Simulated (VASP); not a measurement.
# Mg7Cl (Fm-3m) in VASP: a series of runs, part 2 of 2

VASP 6.6.1.

## 6. Relaxation of cell and atoms, PBE

This run uses another cell than the first one, of 17.37 Å³/atom, 0.741 times its volume.

File INCAR:

```
SYSTEM = Mg7Cl
  PREC = Accurate
  ENCUT = 600
  EDIFF = 1E-6
  ISMEAR = 0
  SIGMA = 0.1
  LREAL = .FALSE.
  LASPH = .TRUE.
  NELM = 100
  ALGO = Normal
  ISIF = 3
  LWAVE = .FALSE.
  LCHARG = .FALSE.
  GGA = PE
  IBRION = 2
  NSW = 90
  EDIFFG = -0.04
```

File KPOINTS:

```
Automatic mesh
0
G
  4 4 4
  0 0 0
```

File POSCAR:

```
Mg7Cl
1.0
    0.0000000000      4.1108645400      4.1108645400
    4.1108645400      0.0000000000      4.1108645400
    4.1108645400      4.1108645400      0.0000000000
Mg Cl
7 1
Direct
    0.5000000000      0.0000000000      0.0000000000
    0.0000000000      0.5000000000      0.5000000000
    0.0000000000      0.5000000000      0.0000000000
    0.5000000000      0.0000000000      0.5000000000
    0.0000000000      0.0000000000      0.5000000000
    0.5000000000      0.5000000000      0.0000000000
    0.5000000000      0.5000000000      0.5000000000
    0.0000000000      0.0000000000      0.0000000000
```

Potentials or basis: VASP PAW PBE potentials, release 64 (Mg, Cl).

Run with:

```
$ cat potpaw_PBE.64/Mg/POTCAR potpaw_PBE.64/Cl/POTCAR > POTCAR
$ mpirun -np 1 vasp_std > vasp.out
```

OUTCAR:

```text
SYSTEM = Mg7Cl
   PREC = Accurate
   ENCUT = 600
   EDIFF = 1E-6
   ISMEAR = 0
   LREAL = .FALSE.
   LASPH = .TRUE.
   NELM = 100
   ISIF = 3
   GGA = PE
   IBRION = 2
   NSW = 90
   EDIFFG = -0.04

 ion  position               nearest neighbor table
   1  0.500  0.000  0.000-   4 2.91   6 2.91   8 2.91   4 2.91   5 2.91   7 2.91   3 2.91   6 2.91
                             7 2.91   3 2.91   5 2.91   8 2.91
   2  0.000  0.500  0.500-   3 2.91   5 2.91   7 2.91   3 2.91   6 2.91   8 2.91   4 2.91   5 2.91
                             8 2.91   4 2.91   6 2.91   7 2.91
   3  0.000  0.500  0.000-   2 2.91   6 2.91   8 2.91   2 2.91   5 2.91   7 2.91   1 2.91   5 2.91
                             8 2.91   1 2.91   6 2.91   7 2.91
   4  0.500  0.000  0.500-   1 2.91   5 2.91   7 2.91   1 2.91   6 2.91   8 2.91   2 2.91   6 2.91
                             7 2.91   2 2.91   5 2.91   8 2.91
   5  0.000  0.000  0.500-   2 2.91   4 2.91   8 2.91   1 2.91   3 2.91   8 2.91   2 2.91   3 2.91
                             7 2.91   1 2.91   4 2.91   7 2.91
   6  0.500  0.500  0.000-   1 2.91   3 2.91   7 2.91   2 2.91   4 2.91   7 2.91   1 2.91   4 2.91
[... 311 lines left out ...]

 number of electron      20.9999998 magnetization

 Free energy of the ion-electron system (eV)
  ---------------------------------------------------
  ext. energy  EPLUGINS =         0.00000000
  ---------------------------------------------------
  free energy    TOTEN  =       -13.04885212 eV

  energy without entropy =      -13.03071383  energy(sigma->0) =      -13.03978297

 E-fermi :   3.0172     XC(G=0):  -8.5073

 val. band max:        2.9492907366   @ k =   0.2500   0.2500   0.0000
 cond. band min:       3.0363149818   @ k =   0.2500   0.0000   0.0000
 fundamental gap:      0.0870242453
 Fermi energy:         3.0171927811

 k-point     1 :       0.0000    0.0000    0.0000
  band No.  band energies     occupation
      1     -13.6638      2.00000
      2      -3.2883      2.00000
      3      -2.4735      2.00000
      4      -2.4735      2.00000
      5      -2.4735      2.00000
      6       1.1709      2.00000
      7       1.5905      2.00000
      8       1.5905      2.00000
      9       1.5905      2.00000
     10       1.9688      2.00000
     11       1.9688      2.00000
     12       1.9688      2.00000
     13       2.8924      1.92231
     14       3.6988      0.00000
[... 160 lines left out ...]
  FREE ENERGIE OF THE ION-ELECTRON SYSTEM (eV)
  ---------------------------------------------------
  free  energy   TOTEN  =       -13.0488521179 eV

  energy  without entropy=      -13.0307138306  energy(sigma->0) =      -13.03978297

 reached required accuracy - stopping structural energy minimisation
```

CONTCAR:

```text
Mg7Cl
   1.00000000000000
    -0.0000000000000000    4.5310473421329389    4.5310473421329389
     4.5310473421329389    0.0000000000000000    4.5310473421329389
     4.5310473421329389    4.5310473421329389   -0.0000000000000000
  Mg              Cl
     7     1
Direct
     0.5000000000000000    0.0000000000000000    0.0000000000000000
     0.0000000000000000    0.5000000000000000    0.5000000000000000
     0.0000000000000000    0.5000000000000000    0.0000000000000000
     0.5000000000000000    0.0000000000000000    0.5000000000000000
     0.0000000000000000    0.0000000000000000    0.5000000000000000
     0.5000000000000000    0.5000000000000000    0.0000000000000000
     0.5000000000000000    0.5000000000000000    0.5000000000000000
     0.0000000000000000    0.0000000000000000    0.0000000000000000

  0.00000000E+00  0.00000000E+00  0.00000000E+00
  0.00000000E+00  0.00000000E+00  0.00000000E+00
  0.00000000E+00  0.00000000E+00  0.00000000E+00
  0.00000000E+00  0.00000000E+00  0.00000000E+00
  0.00000000E+00  0.00000000E+00  0.00000000E+00
  0.00000000E+00  0.00000000E+00  0.00000000E+00
  0.00000000E+00  0.00000000E+00  0.00000000E+00
  0.00000000E+00  0.00000000E+00  0.00000000E+00
```

Wall time 5.1 min (1 thread of AMD EPYC, shared host); peak memory 0.3 GiB.

Results:

* Free energy: -13.0489 eV
* Relaxed volume: 23.26 Å³/atom
* Relaxed cell: a = 6.408 Å, b = 6.408 Å, c = 6.408 Å, α = 60.00°, β = 60.00°, γ = 60.00°
* Space group after relaxing (to 0.05 Å): Fm-3m (No. 225)
* Energy gained by relaxing: 243.8 meV/atom
* Ionic steps: 4
* Pressure after relaxing: 0.0 GPa

The path:
| step | energy change (eV) | largest force (eV/Å) | pressure (GPa) | volume (Å³) |
| --- | --- | --- | --- | --- |
| 1 | 0.0000 | 0.0000 | 16.90 | 138.94 |
| 2 | -1.9232 | 0.0000 | 1.32 | 179.13 |
| 3 | -1.9484 | 0.0000 | -0.35 | 188.02 |
| 4 | -1.9507 | 0.0000 | -0.01 | 186.05 |

Final structure:
```
Mg Cl
1.0
     0.00000    4.53105    4.53105
     4.53105    0.00000    4.53105
     4.53105    4.53105    0.00000
Mg Cl
7 1
Direct
  0.50000 0.00000 0.00000
  0.00000 0.50000 0.50000
  0.00000 0.50000 0.00000
  0.50000 0.00000 0.50000
  0.00000 0.00000 0.50000
  0.50000 0.50000 0.00000
  0.50000 0.50000 0.50000
  0.00000 0.00000 0.00000
```

Caveat: the volume moved by over 15 % at a fixed basis, so the end points are rough; an odd number of electrons without spin polarisation forces a metal; a magnetic or distorted state may lie lower.

## 7. Summary

| task | cell | k mesh | cutoff (eV) | gap on the mesh (eV) | pressure (GPa) | relaxed volume (Å³/atom) |
| --- | --- | --- | --- | --- | --- | --- |
| single point | a = 6.425 Å, angles 60.0°, 8 atoms | 8 × 8 × 8 | 520 | none | -0.1 | - |
| relaxation of cell and atoms | relaxed from a = 6.391 Å, angles 60.0°, 8 atoms | 8 × 8 × 8 | 600 | none | 0.0 | 23.37 |
| single point | a = 5.814 Å, angles 60.0°, 8 atoms | 4 × 4 × 4 | 520 | none | 16.9 | - |
| single point | a = 6.391 Å, angles 60.0°, 8 atoms | 4 × 4 × 4 | 520 | none | 0.3 | - |
| relaxation of cell and atoms | relaxed from a = 5.814 Å, angles 60.0°, 8 atoms | 4 × 4 × 4 | 600 | none | 0.0 | 23.26 |

Alike in all rows: level PBE; potentials or basis VASP PAW PBE potentials, release 64 (Mg, Cl); no spin polarisation; smearing gaussian 0.1 eV.

Caveats: an odd number of electrons without spin polarisation forces a metal; a magnetic or distorted state may lie lower; the volume moved by over 15 % at a fixed basis, so the end points are rough (some runs).

Absolute energies hang on the potentials; compare differences alone.
